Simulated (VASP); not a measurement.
Wanted: the native input for a VASP 6.6.1 run.

| Quantity | Value |
| --- | --- |
| Task | single point |
| Functional | PBEsol |
| Potentials or basis | VASP PAW PBE potentials, release 64 (Ti_sv, Al) |
| Cutoff | 520 eV |
| k mesh | 22 × 22 × 22 |
| Occupations | gaussian, width 0.15 eV |
| Spin | no spin polarisation |
| Dipole correction | no |
| Further INCAR settings | ALGO = Fast; EDIFF = 1e-06; NBANDS = 14 |

The structure of TiAl lies in POSCAR:

```
TiAl
1.0
    3.3321861258      0.0000000000      0.0000000000
    0.0000000000      3.3321861258      0.0000000000
    0.0000000000      0.0000000000      2.8323582070
Ti Al
1 1
Direct
    0.0000000000      0.0000000000      0.0000000000
    0.5000000000      0.5000000000      0.5000000000
```

This cell differs from its parent crystal: ratio of the length along z to the lengths across it x 0.85, volume and fractional coordinates fixed.

One way to write it, as run:

INCAR

```
SYSTEM = TiAl
  ALGO = Fast
  EDIFF = 1E-6
  ENCUT = 520
  GGA = PS
  ISIF = 2
  ISMEAR = 0
  LASPH = .TRUE.
  LCHARG = .FALSE.
  LREAL = .FALSE.
  LWAVE = .FALSE.
  NBANDS = 14
  NELM = 80
  PREC = Accurate
  SIGMA = 0.15
```

KPOINTS

```
k-points
0
G
  22 22 22
  0 0 0
```

Potentials or basis: VASP PAW PBE potentials, release 64 (Ti_sv, Al).

Command:

```sh
$ cat potpaw_PBE.64/Ti_sv/POTCAR potpaw_PBE.64/Al/POTCAR > POTCAR
$ mpirun -np 1 vasp_std > vasp.out
```

Results of the run:

```yaml
Pressure: 1.0 GPa
Band_gap_on_the_k_mesh: zero (an odd number of electrons rules out a gap without spin polarisation)
```

Caveat: the PAW data sets were made with another functional, which shifts forces and pressure a little.

Run time: 15 min on 1 thread of Intel Xeon 8259CL, on a shared host, peak memory 0.52 GiB.
